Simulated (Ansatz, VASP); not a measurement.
Two plane-wave programs on Se

The input INCAR:

```
ALGO = Normal ; EDIFF = 1E-7
ENCUT = 520 ; GGA = PS
ISIF = 2 ; ISMEAR = 0
LASPH = True ; LCHARG = False
LREAL = False ; LWAVE = False
NBANDS = 16 ; NELM = 60
PREC = Accurate ; SIGMA = 0.02
```

Contents of KPOINTS:

```
k-points
0
Gamma
  12 12 8
```

The input POSCAR:

```
Se
1.0
    4.1192383361      0.0000000000      0.0000000000
   -2.0596191681      3.5673650433      0.0000000000
    0.0000000000      0.0000000000      5.0687711823
Se
3
Direct
    0.2440681148      0.0000000000      0.1666666667
    0.0000000000      0.2440681148      0.8333333333
    0.7559318852      0.7559318852      0.5000000000
```

Input for Ansatz:

```yaml
crystal:
  lattice:
    - [4.1192383361, 0.0, 0.0]
    - [-2.0596191681, 3.5673650433, 0.0]
    - [0.0, 0.0, 5.0687711823]
  atoms:
    - { symbol: Se, position: [0.2440681148, 0.0, 0.1666666667] }
    - { symbol: Se, position: [0.0, 0.2440681148, 0.8333333333] }
    - { symbol: Se, position: [0.7559318852, 0.7559318852, 0.5] }
basis:
  ecutwfc: 420
kpoints:
  mp_grid: { grid: [12, 12, 8] }
  band_path: { path: [VBM, CBM], npoints: 2 }
hamiltonian:
  xc: pbesol
scf:
  occupations: { method: gaussian, width: 0.02 }
output:
  forces: true
  stress: true
  eigenvalues: true
checkpoint:
  read: start.run
  write: ck
  compress: false
  write_wavefunctions: false
  write_every: 100000
```

Alike in both runs: task single point; functional PBEsol; k mesh 12 × 12 × 8; occupations gaussian, width 0.02 eV; no spin polarisation.

|  | VASP | Ansatz |
| --- | --- | --- |
| version | VASP 6.6.1 | Ansatz 0.2.0 |
| potentials or method | VASP PAW PBE potentials, release 64 (Se), cutoff 520 eV | scalar-relativistic, plane waves, PAW |
| valence electrons in the cell | 18 | 48 |

|  | VASP | Ansatz | Ansatz less VASP |
| --- | --- | --- | --- |
| gap on the k mesh at the Fermi level (eV) | 0.57 | 0.58 | +0.010 |
| least direct gap on the mesh (eV) | 0.64 | 0.65 | +0.009 |
| pressure (GPa) | -0.2 | -0.4 | -0.17 |
| traceless stress, the component that is largest in VASP (GPa) | 0.41 | 0.34 | -0.065 |
| rms of the force components (eV/Å) | 0.019 | 0.000 | -0.0188 |

VASP's potentials were made for PBE, not for PBEsol. Atom by atom the forces differ by 0.019 eV/Å (rms over components). The functional is the same, so the differences come from potentials, cutoffs and numerics. VASP's potentials hold 18 valence electrons a cell and Ansatz's 48, so a difference there can come from the potentials and not from the codes.
